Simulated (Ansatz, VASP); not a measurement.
# Ge in VASP and in Ansatz

File INCAR:

```
SYSTEM = Ge
  ALGO = Normal
  EDIFF = 1E-6
  EDIFFG = -0.005
  ENCUT = 600
  GGA = PS
  IBRION = 2
  ISIF = 3
  ISMEAR = -1
  LASPH = .TRUE.
  LCHARG = .FALSE.
  LREAL = .FALSE.
  LWAVE = .FALSE.
  NELM = 60
  NSW = 60
  PREC = Accurate
  SIGMA = 0.02
```

KPOINTS

```
k-points
0
G
  10 10 10
  0 0 0
```

Contents of POSCAR:

```
Ge
1.0
    0.0000000000      2.8427949738      2.8427949738
    2.8427949738      0.0000000000      2.8427949738
    2.8427949738      2.8427949738      0.0000000000
Ge
2
Direct
   -0.1250000000     -0.1250000000     -0.1250000000
    0.1250000000      0.1250000000      0.1250000000
```

Input for Ansatz:

```yaml
crystal:
  lattice:
    - [0.0, 2.8427949738, 2.8427949738]
    - [2.8427949738, 0.0, 2.8427949738]
    - [2.8427949738, 2.8427949738, 0.0]
  atoms:
    - { symbol: Ge, position: [-0.125, -0.125, -0.125] }
    - { symbol: Ge, position: [0.125, 0.125, 0.125] }
kpoints:
  mp_grid: { grid: [10, 10, 10] }
scf:
  occupations: { method: fermi_dirac, width: 0.02 }
hamiltonian:
  xc: pbesol
  pseudopotentials: { kind: paw }
output:
  forces: true
  stress: true
relax:
  f_tol: 0.005
  max_steps: 40
  cell: {}
```

Alike in both runs: task relaxation of cell and atoms; functional PBEsol; k mesh 10 × 10 × 10; occupations fermi-dirac, width 0.02 eV; no spin polarisation.

```csv
,VASP,Ansatz
version,VASP 6.6.1,Ansatz 0.2.0
potentials or method,"VASP PAW PBE potentials, release 64 (Ge_d)","PAW with Ansatz's default frozen-core files, scalar-relativistic"
plane-wave cutoff (eV),600,420
valence electrons in the cell,28,28
```

VASP gave:

```
relaxed volume (Å³/atom)                                        : 22.82
relaxed length of the cell vector where the two differ most in proportion (Å) : 4.011
```

Problem. Estimate Ansatz's values.

Solution. Relaxed volume (Å³/atom): 22.85; relaxed length of the cell vector where the two differ most in proportion (Å): 4.013.

VASP's potentials were made for PBE, not for PBEsol.
